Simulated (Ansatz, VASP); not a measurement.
**One calculation of Pt, two programs**

```
Pt
1.0
     2.65704    0.00000    0.00000
    -1.32852    2.30106    0.00000
     0.00000    0.00000    4.82448
Pt
2
Direct
  0.66667 0.33333 0.75000
  0.33333 0.66667 0.25000
```

Change from the starting cell: strain -0.025 along x and y, +0.025 along z, atoms carried along.

Alike in both runs: task single point; functional PBEsol; k mesh 24 × 24 × 14; occupations gaussian, width 0.15 eV; no spin polarisation.

```csv
,VASP,Ansatz
version,VASP 6.6.1,Ansatz 0.2.0
potentials or method,"VASP PAW PBE potentials, release 64 (Pt), cutoff 520 eV","scalar-relativistic, plane waves, PAW"
valence electrons in the cell,20,36
```

```tsv
	VASP	Ansatz	Ansatz less VASP
gap on the k mesh at the Fermi level (eV)	none	none	-
pressure (GPa)	10.0	10.4	+0.38
traceless stress, the component that is largest in VASP (GPa)	-11.10	-11.02	+0.087
```

VASP's potentials were made for PBE, not for PBEsol. A gap of «none» marks a metal or a gap that the smearing closes. With one functional, cell and mesh, what is left measures potentials, basis and numerics. VASP's potentials hold 20 valence electrons a cell and Ansatz's 36, so a difference there can come from the potentials and not from the codes.

Neither program's run includes spin-orbit coupling.
